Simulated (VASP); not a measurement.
Wanted: the native input for a VASP 6.6.1 run.

```yaml
Task: single point
Functional: PBEsol
Potentials_or_basis: VASP PAW PBE potentials, release 64 (Al, Cu_sv_GW)
Cutoff: 820 eV
k_mesh: 5 × 5 × 6
Occupations: gaussian, width 0.05 eV
Spin: no spin polarisation
Dipole_correction: no
Further_INCAR_settings: ALGO = Normal; EDIFF = 1e-06; NBANDS = 20
```

The structure of Al2Cu lies in POSCAR:

```
Al2Cu
1.0
   -2.0326599789      2.0326599789      2.8376275804
    2.0326599789     -2.0326599789      2.8376275804
    2.0326599789      2.0326599789     -2.8376275804
Al Cu
2 1
Direct
    0.7500000000      0.2500000000      0.5000000000
    0.2500000000      0.7500000000      0.5000000000
    0.5000000000      0.5000000000      0.0000000000
```

The input as run:

INCAR

```
PREC = Accurate
ENCUT = 820
EDIFF = 1E-6
ISMEAR = 0
SIGMA = 0.05
LREAL = F
LASPH = T
NELM = 120
ALGO = Normal
ISIF = 2
LWAVE = F
LCHARG = T
GGA = PS
LELF = T
LVHAR = T
NBANDS = 20
GGA_COMPAT = F
```

KPOINTS

```
Automatic mesh
0
Gamma
  5 5 6
```

Potentials or basis: VASP PAW PBE potentials, release 64 (Al, Cu_sv_GW).

Launch:

```console
$ cat potpaw_PBE.64/Al/POTCAR potpaw_PBE.64/Cu_sv_GW/POTCAR > POTCAR
$ mpirun -np 1 vasp_std > vasp.out
```

Results of the run:

```
Pressure               : -0.5 GPa
Band gap on the k mesh : zero (an odd number of electrons rules out a gap without spin polarisation)
```

Caveat: the k points lie up to 0.36 Å⁻¹ apart, too coarse for converged energies and pressures of a metal; the PAW data sets were made with another functional, which shifts forces and pressure a little.

It took 87 s on 1 thread of Intel(R) Xeon(R) Platinum 8375C CPU @ 2.90GHz (Ice Lake), with other jobs on the host, peak memory 0.31 GiB.
